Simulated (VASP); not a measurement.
# Cd2S (P3m1) in VASP: notebook

Runs on Cd2S. Level: PBE. Tasks: single point.

Program: VASP 6.6.1. These are calculated values, not measurements. Logs are shortened: lines on timing, memory, paths and dates and some standing lists are left out, and cuts for length are marked.

**1. The cell of the first run**

It takes space group P3m1 (No. 156, trigonal). The conventional cell has a = 3.963 Å, b = 3.963 Å, c = 5.809 Å, α = 90.00°, β = 90.00°, γ = 120.00°. Within 3.3 Å of Cd (site symmetry 3m) lie 2 S at 2.52 to 3.29 Å and 3 Cd at 3.08 Å. Cd (site symmetry 3m) has 3 S at 2.60 Å and 3 Cd at 3.08 Å within 3.4 Å. Within 3.3 Å of S (site symmetry 3m) lie 5 Cd at 2.52 to 3.29 Å.

**2. Single point, PBE**

Contents of INCAR:

```
SYSTEM = Cd2S
ALGO = Normal
EDIFF = 1E-6
ENCUT = 520
GGA = PE
ISIF = 2
ISMEAR = -1
LASPH = .True.
LCHARG = .False.
LREAL = .False.
LWAVE = .False.
NBANDS = 22
NELM = 60
PREC = Accurate
SIGMA = 0.05
```

Contents of KPOINTS:

```
k-points
0
Gamma
  8 8 5
  0 0 0
```

Contents of POSCAR:

```
Cd2S
1.0
    3.9626700490      0.0000000000      0.0000000000
   -1.9813350245      3.4317729293      0.0000000000
    0.0000000000      0.0000000000      5.8091920000
Cd S
2 1
Direct
    0.3333333333      0.6666666667      0.9327170000
    0.6666666667      0.3333333333      0.5787350000
    0.3333333333      0.6666666667      0.3657050000
```

Potentials or basis: VASP PAW PBE potentials, release 64 (Cd, S).

Command:

```bash
cat potpaw_PBE.64/Cd/POTCAR potpaw_PBE.64/S/POTCAR > POTCAR
mpirun -np 1 vasp_std > vasp.out
```

OUTCAR:

```text
SYSTEM = Cd2S
   EDIFF = 1E-6
   ENCUT = 520
   GGA = PE
   ISIF = 2
   ISMEAR = -1
   LASPH = .True.
   LREAL = .False.
   NELM = 60
   PREC = Accurate

 ion  position               nearest neighbor table
   1  0.333  0.667  0.933-   3 2.52   2 3.08   2 3.08   2 3.08
   2  0.667  0.333  0.579-   3 2.60   3 2.60   3 2.60   1 3.08   1 3.08   1 3.08
   3  0.333  0.667  0.366-   1 2.52   2 2.60   2 2.60   2 2.60

  LATTYP: Found a hexagonal cell.
 ALAT       =     3.9626700490
 C/A-ratio  =     1.4659792332

  Lattice vectors:

 A1 = (   3.9626700490,   0.0000000000,   0.0000000000)
 A2 = (  -1.9813350245,   3.4317729293,   0.0000000000)
 A3 = (   0.0000000000,   0.0000000000,   5.8091920000)

Analysis of symmetry for initial positions (statically):
=====================================================================
 Subroutine PRICEL returns:
 Original cell was already a primitive cell.

 Routine SETGRP: Setting up the symmetry group for a
 hexagonal supercell.

 Subroutine GETGRP returns: Found  6 space group operations
 (whereof  6 operations were pure point group operations)
 out of a pool of 24 trial point group operations.

The static configuration has the point symmetry C_3v.

Analysis of symmetry for dynamics (positions and initial velocities):
=====================================================================
 Subroutine PRICEL returns:
 Original cell was already a primitive cell.

 Routine SETGRP: Setting up the symmetry group for a
 hexagonal supercell.

 Subroutine GETGRP returns: Found  6 space group operations
 (whereof  6 operations were pure point group operations)
 out of a pool of 24 trial point group operations.

The dynamic configuration has the point symmetry C_3v.

 Subroutine INISYM returns: Found  6 space group operations
 (whereof  6 operations are pure point group operations),
 and found     1 'primitive' translations

----------------------------------------------------------------------------------------

                                     Primitive cell

  volume of cell :      78.9991

  direct lattice vectors                    reciprocal lattice vectors
     3.962670049  0.000000000  0.000000000     0.252355101  0.145697285  0.000000000
    -1.981335025  3.431772929  0.000000000     0.000000000  0.291394571  0.000000000
     0.000000000  0.000000000  5.809192000     0.000000000  0.000000000  0.172140979

  length of vectors
     3.962670049  3.962670049  5.809192000     0.291394571  0.291394571  0.172140979

  position of ions in fractional coordinates (direct lattice)
     0.333333333  0.666666667  0.932717000
     0.666666667  0.333333333  0.578735000
     0.333333333  0.666666667  0.365705000

  ion indices of the primitive-cell ions
   primitive index   ion index
                 1           1
                 2           2
                 3           3

----------------------------------------------------------------------------------------

 KPOINTS: k-points

Automatic generation of k-mesh.
 Grid dimensions read from file:
 generate k-points for:    8    8    5

 Generating k-lattice:

  Cartesian coordinates                     Fractional coordinates (reciprocal lattice)
     0.031544388  0.018212161  0.000000000     0.125000000 -0.000000000  0.000000000
     0.000000000  0.036424321  0.000000000     0.000000000  0.125000000  0.000000000
     0.000000000  0.000000000  0.034428196     0.000000000  0.000000000  0.200000000

  Length of vectors
     0.036424321  0.036424321  0.034428196

  Shift w.r.t. Gamma in fractional coordinates (k-lattice)
     0.000000000  0.000000000  0.000000000

 Subroutine IBZKPT returns following result:
 ===========================================

 Found     40 irreducible k-points:

 Following reciprocal coordinates:
            Coordinates               Weight
  0.000000  0.000000  0.000000      1.000000
  0.125000 -0.000000  0.000000      6.000000
  0.250000 -0.000000  0.000000      6.000000
  0.375000 -0.000000  0.000000      6.000000
  0.500000 -0.000000  0.000000      3.000000
  0.125000  0.125000  0.000000      6.000000
[... 16 lines left out ...]
 -0.125000  0.500000  0.200000     12.000000
  0.250000  0.250000  0.200000     12.000000
 [... further k-points ...]
   k-points           NKPTS =     40   k-points in BZ     NKDIM =     40   number of bands    NBANDS=     22
   number of dos      NEDOS =    301   number of ions     NIONS =      3
   total plane-waves  NPLWV =  43200
   dimension x,y,z NGX =    30 NGY =   30 NGZ =   48
   dimension x,y,z NGXF=    60 NGYF=   60 NGZF=   96
   ions per type =               2   1
   NGX,Y,Z   is equivalent  to a cutoff of  12.59, 12.59, 13.74 a.u.
   NGXF,Y,Z  is equivalent  to a cutoff of  25.17, 25.17, 27.47 a.u.
 SYSTEM =  Cd2S
   PREC   = accura    normal or accurate (medium, high low for compatibility)
   ISTART =      0    job   : 0-new  1-cont  2-samecut
   ICHARG =      2    charge: 1-file 2-atom 10-const
   ISPIN  =      1    spin polarized calculation?
   LNONCOLLINEAR =      F non collinear calculations
   LSORBIT =      F    spin-orbit coupling
   LASPH  =      T    aspherical Exc in radial PAW
   ENCUT  =  520.0 eV  38.22 Ry    6.18 a.u.   7.37  7.37 10.80*2*pi/ulx,y,z
   NELM   =     60;   NELMIN=  2; NELMDL= -5     # of ELM steps
   EDIFF  = 0.1E-05   stopping-criterion for ELM
   LREAL  =      F    real-space projection
   EDIFFG = 0.1E-04   stopping-criterion for IOM
   NSW    =      0    number of steps for IOM
   IBRION =     -1    ionic relax: 0-MD 1-quasi-New 2-CG
   NFREE  =      0    steps in history (QN), initial steepest desc. (CG)
   ISIF   =      2    stress and relaxation
   ISYM   =      2    0-nonsym 1-usesym 2-fastsym
   POTIM  = 0.5000    time-step for ionic-motion
   TEBEG  =    0.0;   TEEND  =   0.0 temperature during run
   PSTRESS=    0.0 pullay stress
   NELECT =      30.0000    total number of electrons
   NUPDOWN=      -1.0000    fix difference up-down
   EMIN   =  10.00;   EMAX   =-10.00  energy-range for DOS
   EFERMI =   0.00;   METHOD = LEGACY
   ISMEAR =    -1;   SIGMA  =   0.05  broadening in eV -4-tet -1-fermi 0-gaus
   EFERMI_NEDOS =   21; number of points for ismear=-14 and -15
   IALGO  =     38    algorithm
   IMIX   =      4    mixing-type and parameters
     AMIX     =   0.40;   BMIX     =  1.00
     AMIX_MAG =   1.60;   BMIX_MAG =  1.00
  volume/ion in A,a.u.               =      26.33       177.70
  Fermi-wavevector in a.u.,A,eV,Ry     =   1.185517  2.240303 19.122322  1.405451
  Thomas-Fermi vector in A             =   2.321709
   LORBIT       =      0    0 simple, 1 ext, 2 COOP (PROOUT), +10 PAW based schemes
   GGA     = PE    functional components
   LHFCALC =     F    Hartree Fock is set to
   AEXX    =    0.0000 exact exchange contribution
   IVDW    =     0    specifies the selected vdW correction
   LEPSILON=     F    determine dielectric tensor
   LRPA    =     F    only Hartree local field effects (RPA)
 non-spin polarized calculation
  energy-cutoff  :      520.00
  volume of cell :       79.00
 maximum number of plane-waves:      2170
 NGX is ok and might be reduce to    30
   NGX = 15   NGY = 15   NGZ = 21

 number of electron      29.9999999 magnetization

 Free energy of the ion-electron system (eV)
  ---------------------------------------------------
  ext. energy  EPLUGINS =         0.00000000
  ---------------------------------------------------
  free energy    TOTEN  =        -6.24055478 eV

  energy without entropy =       -6.23894285  energy(sigma->0) =       -6.23974881

 E-fermi :   1.4880     XC(G=0):  -9.2921

 val. band max:        1.3516170322   @ k =   0.3750   0.2500   0.2000
 cond. band min:       1.5857812651   @ k =   0.5000  -0.0000   0.2000
 fundamental gap:      0.2341642329
 Fermi energy:         1.4880219156

 k-point     1 :       0.0000    0.0000    0.0000
  band No.  band energies     occupation
      1     -11.2791      2.00000
      2      -7.0053      2.00000
      3      -7.0053      2.00000
      4      -6.9147      2.00000
      5      -6.9147      2.00000
      6      -6.8300      2.00000
[... 14 lines left out ...]
     21       9.6748      0.00000
     22      11.3575      0.00000

 k-point     2 :       0.1250   -0.0000    0.0000
  band No.  band energies     occupation
      1     -11.2276      2.00000
      2      -7.0121      2.00000
      3      -7.0028      2.00000
      4      -6.9128      2.00000
      5      -6.8820      2.00000
      6      -6.7871      2.00000
[... 14 lines left out ...]
     21       9.7013      0.00000
     22      11.0589      0.00000

 k-point     3 :       0.2500   -0.0000    0.0000
  band No.  band energies     occupation
      1     -11.1021      2.00000
      2      -7.0165      2.00000
      3      -7.0048      2.00000
      4      -6.9065      2.00000
      5      -6.7994      2.00000
      6      -6.7533      2.00000
[... 14 lines left out ...]
     21       9.6469      0.00000
     22      10.0778      0.00000

 k-point     4 :       0.3750   -0.0000    0.0000
  band No.  band energies     occupation
      1     -10.9751      2.00000
      2      -7.0164      2.00000
      3      -7.0017      2.00000
      4      -6.9143      2.00000
      5      -6.7527      2.00000
      6      -6.7050      2.00000
[... 14 lines left out ...]
     21       9.3482      0.00000
     22       9.9635      0.00000

 k-point     5 :       0.5000   -0.0000    0.0000
  band No.  band energies     occupation
      1     -10.9222      2.00000
      2      -7.0232      2.00000
      3      -6.9779      2.00000
      4      -6.9363      2.00000
      5      -6.7481      2.00000
      6      -6.6876      2.00000
[... 417 lines left out ...]
 k-point    22 :       0.3750    0.1250    0.2000
  band No.  band energies     occupation
      1     -10.8901      2.00000
      2      -7.0466      2.00000
      3      -7.0143      2.00000
      4      -6.8893      2.00000
      5      -6.8443      2.00000
      6      -6.7019      2.00000
[... 14 lines left out ...]
     21       9.2650      0.00000
     22      10.4125      0.00000

 k-point    23 :      -0.1250    0.5000    0.2000
  band No.  band energies     occupation
      1     -10.8900      2.00000
      2      -7.0412      2.00000
      3      -7.0088      2.00000
      4      -6.9048      2.00000
      5      -6.8353      2.00000
      6      -6.6869      2.00000
[... 14 lines left out ...]
     21       9.3049      0.00000
     22      10.4766      0.00000

 k-point    24 :       0.2500    0.2500    0.2000
  band No.  band energies     occupation
      1     -10.8909      2.00000
      2      -7.0613      2.00000
      3      -6.9954      2.00000
      4      -6.8709      2.00000
      5      -6.8436      2.00000
      6      -6.7273      2.00000
[... 14 lines left out ...]
     21       8.9648      0.00000
     22       9.8614      0.00000

 [... further k-points ...]
[... 5 lines left out ...]
  --------------------------------------------------------------------------------------
  -------------------------------------------------------------------------------------
  Total        0.0510735      0.0510735      0.1004046      0.0000000      0.0000000      0.0000000
  in kB        1.0358186      1.0358186      2.0363018      0.0000000      0.0000000      0.0000000
  external PRESSURE =       1.3693130 kB  Pullay stress =       0.0000000 kB

 VOLUME and BASIS-vectors are now :
 -----------------------------------------------------------------------------
  energy-cutoff  :      520.00
  volume of cell :       79.00
      direct lattice vectors                 reciprocal lattice vectors
     3.962670049  0.000000000  0.000000000     0.252355101  0.145697285  0.000000000
    -1.981335025  3.431772929  0.000000000     0.000000000  0.291394571  0.000000000
     0.000000000  0.000000000  5.809192000     0.000000000  0.000000000  0.172140979

 POSITION                                       TOTAL-FORCE (eV/Angst)
 -----------------------------------------------------------------------------------
     -0.00000      2.28785      5.41833         0.000000     -0.000000      0.023163
      1.98134      1.14392      3.36198         0.000000      0.000000     -0.053152
     -0.00000      2.28785      2.12445        -0.000000     -0.000000      0.029989
 -----------------------------------------------------------------------------------
    total drift:                                0.000000     -0.000000     -0.000196

  FREE ENERGIE OF THE ION-ELECTRON SYSTEM (eV)
  ---------------------------------------------------
  free  energy   TOTEN  =        -6.2405547775 eV

  energy  without entropy=       -6.2389428458  energy(sigma->0) =       -6.23974881
```

Wall time 28 s (1 thread of Intel Xeon 6975P-C (Granite Rapids), shared host); peak memory 0.22 GiB.

What came out:

| Quantity | Value |
| --- | --- |
| Free energy | -6.2406 eV |
| Pressure | 0.1 GPa |
| Largest force | 0.053 eV/Å |
| Band gap on the k mesh | 0.23 eV, indirect (least direct gap 0.57 eV) |

Forces on the atoms (eV/Å):
```
Cd   0.000  0.000  0.023
Cd   0.000  0.000 -0.053
S    0.000  0.000  0.030
```

Levels at points of the mesh, in eV from the valence-band top:
| k point | band 11 | band 12 | band 13 | band 14 | band 15 | band 16 | band 17 | band 18 | band 19 | band 20 |
| --- | --- | --- | --- | --- | --- | --- | --- | --- | --- | --- |
| (0.00, 0.00, 0.00) | -7.63 | -4.43 | -3.65 | -0.69 | -0.69 | 3.24 | 5.09 | 6.85 | 6.85 | 8.32 |
| (0.50, 0.00, 0.00) | -7.47 | -4.41 | -2.96 | -1.56 | -1.21 | 0.60 | 3.20 | 4.77 | 5.84 | 7.47 |

**3. Single point, PBE**

This run uses another cell than the first one, of 26.86 Å³/atom, 1.020 times its volume.

Contents of INCAR:

```
ALGO     = Normal         # electronic algorithm
EDIFF    = 1E-6           # SCF threshold, eV
ENCUT    = 520            # plane-wave cutoff, eV
GGA      = PE             # functional
ISIF     = 2              # what is computed and relaxed
ISMEAR   = -1             # smearing method
LASPH    = True           # aspherical terms in the spheres
LCHARG   = True           # write CHGCAR
LELF     = True           # ELF
LREAL    = False          # projectors in reciprocal space
LVHAR    = True         
LWAVE    = False          # write WAVECAR
NBANDS   = 22             # bands
NELM     = 80             # most SCF steps
PREC     = Accurate       # precision mode
SIGMA    = 0.05           # smearing width, eV
```

Contents of KPOINTS:

```
k-points
0
Gamma
  8 8 5
```

Contents of POSCAR:

```
Cd2S
1.0
    3.9889136618      0.0000000000      0.0000000000
   -1.9944568309      3.4545005647      0.0000000000
    0.0000000000      0.0000000000      5.8476645914
Cd S
2 1
Direct
    0.3333333333      0.6666666667      0.9327170000
    0.6666666667      0.3333333333      0.5787350000
    0.3333333333      0.6666666667      0.3657050000
```

Potentials or basis: VASP PAW PBE potentials, release 64 (Cd, S).

Command:

```bash
cat potpaw_PBE.64/Cd/POTCAR potpaw_PBE.64/S/POTCAR > POTCAR
mpirun -np 1 vasp_std > vasp.out
```

It took 29 s on 1 thread of Intel Xeon 6975P-C (Granite Rapids), shared host; peak memory 0.22 GiB.

The run converged. Its results:

- Free energy: -6.2379 eV
- Pressure: -0.7 GPa
- Largest force: 0.125 eV/Å
- Band gap on the k mesh: 0.25 eV, indirect (least direct gap 0.56 eV)

Forces on the atoms (eV/Å):
```
Cd   0.000  0.000  0.063
Cd   0.000  0.000 -0.125
S    0.000  0.000  0.062
```

Stress tensor (GPa, compression positive):
```
-0.58  0.00  0.00
 0.00 -0.58  0.00
 0.00  0.00 -0.89
```

Levels at points of the mesh, in eV from the valence-band top:
| k point | band 13 | band 14 | band 15 | band 16 | band 17 | band 18 |
| --- | --- | --- | --- | --- | --- | --- |
| (0.00, 0.00, 0.00) | -3.58 | -0.68 | -0.68 | 3.20 | 5.03 | 6.82 |
| (0.50, 0.00, 0.00) | -2.89 | -1.52 | -1.22 | 0.62 | 3.19 | 4.77 |
